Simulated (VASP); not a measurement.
A run of VASP 6.6.1 is set up as follows.

INCAR

```
  PREC = Accurate
  ENCUT = 520
  EDIFF = 1E-7
  ISMEAR = -1
  SIGMA = 0.02
  LREAL = False
  LASPH = True
  NELM = 100
  ALGO = Normal
  ISIF = 2
  LWAVE = False
  LCHARG = True
  GGA = PE
  LELF = True
  LVHAR = True
  NBANDS = 25
```

Contents of KPOINTS:

```
Automatic mesh
0
Gamma
  6 6 6
```

Contents of POSCAR:

```
SiNi3
1.0
    3.5410828615      0.0000000000      0.0000000000
    0.0000000000      3.5410828615      0.0000000000
    0.0000000000      0.0000000000      3.5410828615
Si Ni
1 3
Direct
    0.0000000000      0.0000000000      0.0000000000
    0.0000000000      0.5000000000      0.5000000000
    0.5000000000      0.0000000000      0.5000000000
    0.5000000000      0.5000000000      0.0000000000
```

Potentials or basis: VASP PAW PBE potentials, release 64 (Si, Ni).

The run is started by

```bash
$ cat potpaw_PBE.64/Si/POTCAR potpaw_PBE.64/Ni/POTCAR > POTCAR
$ mpirun -np 1 vasp_std > vasp.out
```

(1) Predict the pressure.

(2) What does it give for the band gap on the k mesh?

Results:

(1) -5.8 GPa.

(2) zero (bands 17 and 18 overlap by 0.23 eV).

Caveat: the cell stands under tension.
